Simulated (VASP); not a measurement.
# TiSi2 (Immm) in VASP: a series of runs, part 2 of 3

VASP 6.6.1. The steps go on from the part before.

### Step 3. Single point, PBE

Input file INCAR:

```
SYSTEM = TiSi2
PREC = Accurate
ENCUT = 520
EDIFF = 1E-7
ISMEAR = 0
SIGMA = 0.1
LREAL = .FALSE.
LASPH = .TRUE.
NELM = 60
ALGO = Normal
ISIF = 2
LWAVE = .FALSE.
LCHARG = .TRUE.
GGA = PE
LELF = .TRUE.
LVHAR = .TRUE.
NBANDS = 17
```

Input file KPOINTS:

```
regular mesh
0
G
  8 8 8
  0 0 0
```

Input file POSCAR:

```
TiSi2
1.0
   -1.4728720000      1.7121300000      4.2120830000
    1.4728720000     -1.7121300000      4.2120830000
    1.4728720000      1.7121300000     -4.2120830000
Ti Si
1 2
Direct
    0.0000000000      0.0000000000      0.0000000000
    0.3299220000      0.3299220000      0.0000000000
    0.6700780000      0.6700780000      0.0000000000
```

Potentials or basis: VASP PAW PBE potentials, release 64 (Ti_sv, Si).

Run with:

```console
cat potpaw_PBE.64/Ti_sv/POTCAR potpaw_PBE.64/Si/POTCAR > POTCAR
mpirun -np 1 vasp_std > vasp.out
```

OUTCAR:

```text
SYSTEM = TiSi2
   PREC = Accurate
   ENCUT = 520
   EDIFF = 1E-7
   ISMEAR = 0
   LREAL = .FALSE.
   LASPH = .TRUE.
   NELM = 60
   ISIF = 2
   GGA = PE

 ion  position               nearest neighbor table
   1  0.000  0.000  0.000-   3 2.67   3 2.67   3 2.67   2 2.67   3 2.67   2 2.67   2 2.67   2 2.67
                             2 2.78   3 2.78
   2  0.330  0.330  0.000-   3 2.63   3 2.63   3 2.63   3 2.63   1 2.67   1 2.67   1 2.67   1 2.67
                             1 2.78   3 2.87
   3  0.670  0.670  0.000-   2 2.63   2 2.63   2 2.63   2 2.63   1 2.67   1 2.67   1 2.67   1 2.67
                             1 2.78   2 2.87

  LATTYP: Found a body centered orthorhombic cell.
 ALAT       =     2.9457440000
 B/A-ratio  =     1.1624431723
 C/A-ratio  =     2.8597753233

  Lattice vectors:

 A1 = (  -1.4728720000,   1.7121300000,   4.2120830000)
 A2 = (   1.4728720000,  -1.7121300000,   4.2120830000)
 A3 = (   1.4728720000,   1.7121300000,  -4.2120830000)

Analysis of symmetry for initial positions (statically):
=====================================================================
 Subroutine PRICEL returns:
 Original cell was already a primitive cell.

 Routine SETGRP: Setting up the symmetry group for a
 body centered orthorhombic supercell.

[... 172 lines left out ...]
 fundamental gap:      0.0628316577
 Fermi energy:        10.0188352504

 k-point     1 :       0.0000    0.0000    0.0000
  band No.  band energies     occupation
      1     -46.2792      2.00000
      2     -22.6011      2.00000
      3     -22.5915      2.00000
      4     -22.3369      2.00000
      5      -2.5615      2.00000
      6       5.2540      2.00000
[... 457 lines left out ...]
      4     -22.5642      2.00000
      5       1.0062      2.00000
      6       3.7040      2.00000
[... 9 lines left out ...]
     16      15.5940      0.00000
     17      16.3933      0.00000

 [... further k-points ...]

------------------------ aborting loop because EDIFF is reached ----------------------------------------

  FORCE on cell =-STRESS in cart. coord.  units (eV):
  Direction    XX          YY          ZZ          XY          YZ          ZX
  --------------------------------------------------------------------------------------
  -------------------------------------------------------------------------------------
  Total        0.4638595     -0.0449374     -0.1968613      0.0000000      0.0000000      0.0000000
  in kB       17.4919571     -1.6945732     -7.4235601      0.0000000      0.0000000      0.0000000
  external PRESSURE =       2.7912746 kB  Pullay stress =       0.0000000 kB

 VOLUME and BASIS-vectors are now :
 -----------------------------------------------------------------------------
  energy-cutoff  :      520.00
  volume of cell :       42.49
      direct lattice vectors                 reciprocal lattice vectors
    -1.472872000  1.712130000  4.212083000     0.000000000  0.292033899  0.118706113
     1.472872000 -1.712130000  4.212083000     0.339472812  0.000000000  0.118706113
     1.472872000  1.712130000 -4.212083000     0.339472812  0.292033899  0.000000000

 POSITION                                       TOTAL-FORCE (eV/Angst)
 -----------------------------------------------------------------------------------
      0.00000      0.00000      0.00000         0.000000     -0.000000      0.000000
      0.00000      0.00000      2.77932        -0.000000      0.000000     -0.038028
      0.00000      0.00000      5.64485         0.000000      0.000000      0.038028
 -----------------------------------------------------------------------------------
    total drift:                               -0.000000      0.000000     -0.000000

  FREE ENERGIE OF THE ION-ELECTRON SYSTEM (eV)
  ---------------------------------------------------
  free  energy   TOTEN  =       -19.8414891097 eV

  energy  without entropy=      -19.8342069047  energy(sigma->0) =      -19.83784801
```

OSZICAR:

```text
N       E                     dE             d eps       ncg     rms          rms(c)
DAV:   1     0.132202295220E+03    0.13220E+03   -0.95546E+03  3230   0.120E+03
DAV:   2    -0.128309934197E+02   -0.14503E+03   -0.14111E+03  3330   0.315E+02
DAV:   3    -0.214381718903E+02   -0.86072E+01   -0.84345E+01  4905   0.710E+01
DAV:   4    -0.216679545802E+02   -0.22978E+00   -0.22919E+00  3929   0.108E+01
DAV:   5    -0.216761601125E+02   -0.82055E-02   -0.82040E-02  5130   0.192E+00    0.123E+01
DAV:   6    -0.203022238348E+02    0.13739E+01   -0.16497E+01  4252   0.342E+01    0.528E+00
DAV:   7    -0.198898121266E+02    0.41241E+00   -0.35789E+00  4090   0.155E+01    0.350E+00
DAV:   8    -0.198581110111E+02    0.31701E-01   -0.54110E-01  3834   0.654E+00    0.117E+00
DAV:   9    -0.198428863229E+02    0.15225E-01   -0.17358E-01  3889   0.386E+00    0.422E-01
DAV:  10    -0.198415190923E+02    0.13672E-02   -0.89627E-03  3978   0.741E-01    0.134E-01
DAV:  11    -0.198416041406E+02   -0.85048E-04   -0.28854E-03  4343   0.440E-01    0.146E-01
DAV:  12    -0.198414911988E+02    0.11294E-03   -0.73555E-04  3940   0.258E-01    0.125E-02
DAV:  13    -0.198414896916E+02    0.15072E-05   -0.15769E-05  3760   0.318E-02    0.121E-02
DAV:  14    -0.198414890276E+02    0.66398E-06   -0.18571E-06  4007   0.116E-02    0.140E-03
DAV:  15    -0.198414891097E+02   -0.82081E-07   -0.19251E-07  2664   0.269E-03
   1 F= -.19841489E+02 E0= -.19837848E+02  d E =-.728220E-02
```

stdout:

```text
POSCAR found type information on POSCAR TiSi
 POSCAR found :  2 types and       3 ions
 scaLAPACK will be used
 LDA part: xc-table for (Slater+PW92), standard interpolation
 POSCAR, INCAR and KPOINTS ok, starting setup
 FFT: planning ... GRIDC
 FFT: planning ... GRID_SOFT
 FFT: planning ... GRID
 WAVECAR not read
 entering main loop
```

It took 44 s on 1 thread of Intel Xeon 6975P-C (Granite Rapids), shared host; peak memory 0.23 GiB.

What came out:

```
Free energy            : -19.8415 eV
Pressure               : 0.3 GPa
Largest force          : 0.038 eV/Å
Band gap on the k mesh : zero (band 10 reaches 11.33 eV, above the bottom of band 11 at 8.91 eV)
```

Forces on the atoms (eV/Å):
```
Ti   0.000  0.000  0.000
Si   0.000  0.000 -0.038
Si   0.000  0.000  0.038
```

Stress tensor (GPa, compression positive):
```
 1.75  0.00  0.00
 0.00 -0.17  0.00
 0.00  0.00 -0.74
```

### Step 4. Single point, PBE

Input file INCAR:

```
PREC = Accurate
ENCUT = 520
EDIFF = 1E-7
ISMEAR = -1
SIGMA = 0.27211386245988
LREAL = False
LASPH = True
NELM = 80
ALGO = Normal
ISIF = 2
LWAVE = False
LCHARG = False
GGA = PE
NBANDS = 17
```

Input file KPOINTS:

```
Automatic mesh
0
Gamma
  7 7 9
```

POSCAR is that of step 3.

Potentials or basis: VASP PAW PBE potentials, release 64 (Ti_sv, Si).

Run with:

```console
cat potpaw_PBE.64/Ti_sv/POTCAR potpaw_PBE.64/Si/POTCAR > POTCAR
mpirun -np 1 vasp_std > vasp.out
```

OUTCAR:

```text
PREC = Accurate
   ENCUT = 520
   EDIFF = 1E-7
   ISMEAR = -1
   LREAL = False
   LASPH = True
   NELM = 80
   ISIF = 2
   GGA = PE

 ion  position               nearest neighbor table
   1  0.000  0.000  0.000-   3 2.67   3 2.67   3 2.67   2 2.67   3 2.67   2 2.67   2 2.67   2 2.67
                             2 2.78   3 2.78
   2  0.330  0.330  0.000-   3 2.63   3 2.63   3 2.63   3 2.63   1 2.67   1 2.67   1 2.67   1 2.67
                             1 2.78   3 2.87
   3  0.670  0.670  0.000-   2 2.63   2 2.63   2 2.63   2 2.63   1 2.67   1 2.67   1 2.67   1 2.67
                             1 2.78   2 2.87

  LATTYP: Found a body centered orthorhombic cell.
 ALAT       =     2.9457440000
 B/A-ratio  =     1.1624431723
 C/A-ratio  =     2.8597753233

  Lattice vectors:

 A1 = (  -1.4728720000,   1.7121300000,   4.2120830000)
 A2 = (   1.4728720000,  -1.7121300000,   4.2120830000)
 A3 = (   1.4728720000,   1.7121300000,  -4.2120830000)

Analysis of symmetry for initial positions (statically):
=====================================================================
 Subroutine PRICEL returns:
 Original cell was already a primitive cell.

 Routine SETGRP: Setting up the symmetry group for a
 body centered orthorhombic supercell.

 Subroutine GETGRP returns: Found  8 space group operations
 (whereof  8 operations were pure point group operations)
 out of a pool of  8 trial point group operations.

The static configuration has the point symmetry D_2h.

Analysis of symmetry for dynamics (positions and initial velocities):
=====================================================================
 Subroutine PRICEL returns:
 Original cell was already a primitive cell.

 Routine SETGRP: Setting up the symmetry group for a
 body centered orthorhombic supercell.

 Subroutine GETGRP returns: Found  8 space group operations
 (whereof  8 operations were pure point group operations)
 out of a pool of  8 trial point group operations.

[... 142 lines left out ...]
   IMIX   =      4    mixing-type and parameters
     AMIX     =   0.40;   BMIX     =  1.00
     AMIX_MAG =   1.60;   BMIX_MAG =  1.00
  volume/ion in A,a.u.               =      14.16        95.57
  Fermi-wavevector in a.u.,A,eV,Ry     =   1.273499  2.406564 22.065925  1.621800
  Thomas-Fermi vector in A             =   2.406319
   LORBIT       =      0    0 simple, 1 ext, 2 COOP (PROOUT), +10 PAW based schemes
   GGA     = PE    functional components
   LHFCALC =     F    Hartree Fock is set to
   AEXX    =    0.0000 exact exchange contribution
   IVDW    =     0    specifies the selected vdW correction
   LEPSILON=     F    determine dielectric tensor
   LRPA    =     F    only Hartree local field effects (RPA)
 non-spin polarized calculation
  energy-cutoff  :      520.00
  volume of cell :       42.49
 maximum number of plane-waves:      1166
   NGX = 17   NGY = 17   NGZ = 17

 number of electron      19.9999998 magnetization

 Free energy of the ion-electron system (eV)
  ---------------------------------------------------
  ext. energy  EPLUGINS =         0.00000000
  ---------------------------------------------------
  free energy    TOTEN  =       -20.04260631 eV

  energy without entropy =      -19.63572504  energy(sigma->0) =      -19.83916567

 E-fermi :  10.1030     XC(G=0): -11.6916

 val. band max:       10.0709209991   @ k =  -0.2857  -0.2857   0.4444
 cond. band min:      10.1061148046   @ k =  -0.1429   0.4286   0.3333
 fundamental gap:      0.0351938055
 Fermi energy:        10.1030025835

 k-point     1 :       0.0000    0.0000    0.0000
  band No.  band energies     occupation
      1     -46.2253      2.00000
      2     -22.5537      2.00000
      3     -22.5371      2.00000
      4     -22.2895      2.00000
      5      -2.5605      2.00000
      6       5.2588      2.00000
[... 457 lines left out ...]
      4     -22.5102      2.00000
      5       1.3513      2.00000
      6       4.1965      2.00000
[... 9 lines left out ...]
     16      14.4774      0.00000
     17      15.8036      0.00000

 [... further k-points ...]

------------------------ aborting loop because EDIFF is reached ----------------------------------------

  FORCE on cell =-STRESS in cart. coord.  units (eV):
  Direction    XX          YY          ZZ          XY          YZ          ZX
  --------------------------------------------------------------------------------------
  -------------------------------------------------------------------------------------
  Total        0.8589234      0.0803371     -0.1115792      0.0000000      0.0000000      0.0000000
  in kB       32.3896581      3.0294781     -4.2076056      0.0000000      0.0000000      0.0000000
  external PRESSURE =      10.4038435 kB  Pullay stress =       0.0000000 kB

 VOLUME and BASIS-vectors are now :
 -----------------------------------------------------------------------------
  energy-cutoff  :      520.00
  volume of cell :       42.49
      direct lattice vectors                 reciprocal lattice vectors
    -1.472872000  1.712130000  4.212083000     0.000000000  0.292033899  0.118706113
     1.472872000 -1.712130000  4.212083000     0.339472812  0.000000000  0.118706113
     1.472872000  1.712130000 -4.212083000     0.339472812  0.292033899  0.000000000

 POSITION                                       TOTAL-FORCE (eV/Angst)
 -----------------------------------------------------------------------------------
      0.00000      0.00000      0.00000        -0.000000     -0.000000      0.000000
      0.00000      0.00000      2.77932         0.000000     -0.000000     -0.034148
      0.00000      0.00000      5.64485        -0.000000      0.000000      0.034148
 -----------------------------------------------------------------------------------
    total drift:                               -0.000000      0.000000     -0.000000

  FREE ENERGIE OF THE ION-ELECTRON SYSTEM (eV)
  ---------------------------------------------------
  free  energy   TOTEN  =       -20.0426063068 eV

  energy  without entropy=      -19.6357250423  energy(sigma->0) =      -19.83916567
```

stdout:

```text
POSCAR found type information on POSCAR TiSi
 POSCAR found :  2 types and       3 ions
 scaLAPACK will be used
 LDA part: xc-table for (Slater+PW92), standard interpolation
 -----------------------------------------------------------------------------
|                                                                             |
|           W    W    AA    RRRRR   N    N  II  N    N   GGGG   !!!           |
|           W    W   A  A   R    R  NN   N  II  NN   N  G    G  !!!           |
|           W    W  A    A  R    R  N N  N  II  N N  N  G       !!!           |
|           W WW W  AAAAAA  RRRRR   N  N N  II  N  N N  G  GGG   !            |
|           WW  WW  A    A  R   R   N   NN  II  N   NN  G    G                |
|           W    W  A    A  R    R  N    N  II  N    N   GGGG   !!!           |
|                                                                             |
|     Your reciprocal lattice and k-lattice belong to different lattice       |
|     classes:                                                                |
|                                                                             |
|        The reciprocal lattice is face-centered orthorhombic,                |
|        whereas your k-lattice is triclinic.                                 |
|                                                                             |
|     Results are often still useful ...                                      |
|                                                                             |
 -----------------------------------------------------------------------------

 POSCAR, INCAR and KPOINTS ok, starting setup
 FFT: planning ... GRIDC
 FFT: planning ... GRID_SOFT
 FFT: planning ... GRID
 WAVECAR not read
 entering main loop
```

It took 1.7 min on 1 thread of Intel Xeon 6975P-C (Granite Rapids), shared host; peak memory 0.3 GiB.

Results:

```
Free energy            : -20.0426 eV
Pressure               : 1.0 GPa
Largest force          : 0.034 eV/Å
Band gap on the k mesh : zero (band 10 reaches 11.30 eV, above the bottom of band 11 at 9.07 eV)
```

Forces in eV/Å, atoms in the order of the input:
```
Ti   0.000  0.000  0.000
Si   0.000  0.000 -0.034
Si   0.000  0.000  0.034
```

Stress tensor (GPa, compression positive):
```
 3.24  0.00  0.00
 0.00  0.30  0.00
 0.00  0.00 -0.42
```

Levels at points of the mesh, in eV from the Fermi level:
```tsv
k point	band 8	band 9	band 10	band 11	band 12	band 13
(0.00, 0.00, 0.00)	-2.24	-0.71	0.68	1.95	2.33	3.03
```

[end of part 2 of 3]
